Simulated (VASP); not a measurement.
MnS, 2 atoms in the cell. Symmetry: Fm-3m, No. 225, cubic system. The conventional cell has a = 5.209 Å, b = 5.209 Å, c = 5.209 Å, α = 90.00°, β = 90.00°, γ = 90.00°. Mn (site symmetry m-3m) has 6 S at 2.60 Å within 3.4 Å. S (site symmetry m-3m) has 6 Mn at 2.60 Å within 3.4 Å. 

| Item | Value |
| --- | --- |
| Program | VASP 6.6.1 |
| Task | relaxation of cell and atoms |
| Functional | PBE |
| Potentials or basis | VASP PAW PBE potentials, release 64 (Mn_pv, S) |
| Cutoff | 600 eV |
| k mesh | 9 × 9 × 9 |
| Occupations | fermi-dirac, width 0.05 eV |
| Spin | collinear spin, ferromagnetic start |
| Starting moments | [4.0, 0.0] μB |
| Hubbard terms | Mn d U = 4.5 eV |
| Dipole correction | no |
| Further INCAR settings | ALGO = Normal; EDIFF = 1e-06; IBRION = 2; EDIFFG = -0.01; NSW = 60; ISIF = 3 |

Potentials or basis: VASP PAW PBE potentials, release 64 (Mn_pv, S).

Run with:

```bash
$ cat potpaw_PBE.64/Mn_pv/POTCAR potpaw_PBE.64/S/POTCAR > POTCAR
$ mpirun -np 1 vasp_std > vasp.out
```

Hardware: 1 thread of Intel(R) Xeon(R) 6975P-C (Granite Rapids), with other jobs on the host.

Estimate the wall time of this run.

Run time: 55 s on 1 thread of Intel(R) Xeon(R) 6975P-C (Granite Rapids) (shared host), peak memory 0.21 GiB. Counts: scf iterations 33, k points 35, ion steps 3.
